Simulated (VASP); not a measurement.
## Sb: relaxation of cell and atoms with PBE

The system is Sb.

```
Sb
1.0
     2.96883    0.00000    0.00000
     0.00000    2.96883    0.00000
     0.00000    0.00000    2.96883
Sb
1
Direct
  0.00000 0.00000 0.00000
```

- Program: VASP 6.6.1
- Task: relaxation of cell and atoms
- Functional: PBE
- Potentials or basis: VASP PAW PBE potentials, release 64 (Sb)
- Cutoff: 600 eV
- k mesh: 13 × 13 × 13
- Occupations: fermi-dirac, width 0.1 eV
- Spin: no spin polarisation
- Target pressure: 8.4 GPa
- Dipole correction: no
- Further INCAR settings: ALGO = Normal; EDIFF = 1e-07; IBRION = 2; EDIFFG = -0.005; NSW = 60; ISIF = 3

```yaml
Relaxed_volume: 26.81 Å³/atom
Relaxed_cell: a = 2.993 Å, b = 2.993 Å, c = 2.993 Å, α = 90.00°, β = 90.00°, γ = 90.00°
Space_group_after_relaxing_to_0.05_Å: Pm-3m (No. 221)
Energy_change_on_relaxing_the_enthalpy_is_what_falls: -38.1 meV/atom
Ionic_steps: 3
Pressure_after_relaxing: 8.4 GPa
```

Step by step:
```csv
step,energy change (eV),largest force (eV/Å),pressure (GPa),volume (Å³)
1,0.0000,0.0000,10.78,26.17
2,-0.0755,0.0000,5.60,27.67
3,-0.0381,0.0000,8.39,26.81
```

Final structure:
```
CELL_PARAMETERS angstrom
2.99279 0.00000 0.00000
0.00000 2.99279 0.00000
0.00000 0.00000 2.99279
ATOMIC_POSITIONS crystal
Sb 0.00000 0.00000 0.00000
```

Levels at points of the mesh, in eV from the Fermi level:
| k point | band 1 | band 2 | band 3 | band 4 | band 5 | band 6 |
| --- | --- | --- | --- | --- | --- | --- |
| (0.00, 0.00, 0.00) | -13.31 | 3.49 | 3.49 | 3.49 | 6.98 | 6.98 |

Wall time 18 s on 1 thread of Intel Xeon 6975P-C, on a shared host, peak memory 0.15 GiB.

Caveat: the cell is relaxed towards a set pressure, so the enthalpy falls and the energy may rise; spin-orbit coupling is left out, which moves the levels of the heavy elements.
